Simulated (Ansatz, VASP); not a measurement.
# Two plane-wave programs on CsSnBr3

```
CELL_PARAMETERS angstrom
5.84109 0.00000 0.00000
0.00000 5.84109 0.00000
0.00000 0.00000 5.84109
ATOMIC_POSITIONS crystal
Cs 0.00000 0.00000 0.00000
Sn 0.50000 0.50000 0.50000
Br 0.50000 0.00000 0.50000
Br 0.50000 0.50000 0.00000
Br 0.00000 0.50000 0.50000
```

Alike in both runs: task single point; functional HSE06; k mesh 3 × 3 × 3; no spin polarisation.

|  | VASP | Ansatz |
| --- | --- | --- |
| version | VASP 6.6.1 | Ansatz 0.2.0 |
| potentials or method | VASP PAW PBE potentials, release 64 (Cs_sv, Sn_d, Br) | plane waves |
| plane-wave cutoff (eV) | 400 | 420 |
| occupations | gaussian, width 0.01 eV | fixed |
| valence electrons in the cell | 44 | 44 |

```tsv
	VASP	Ansatz	Ansatz less VASP
gap on the k mesh at the Fermi level (eV)	3.83	3.83	-0.001
pressure (GPa)	-0.3	-0.2	+0.04
```

Ansatz's warnings: stress exchange threshold loose, stress scf threshold loose.

Neither program's run includes spin-orbit coupling.
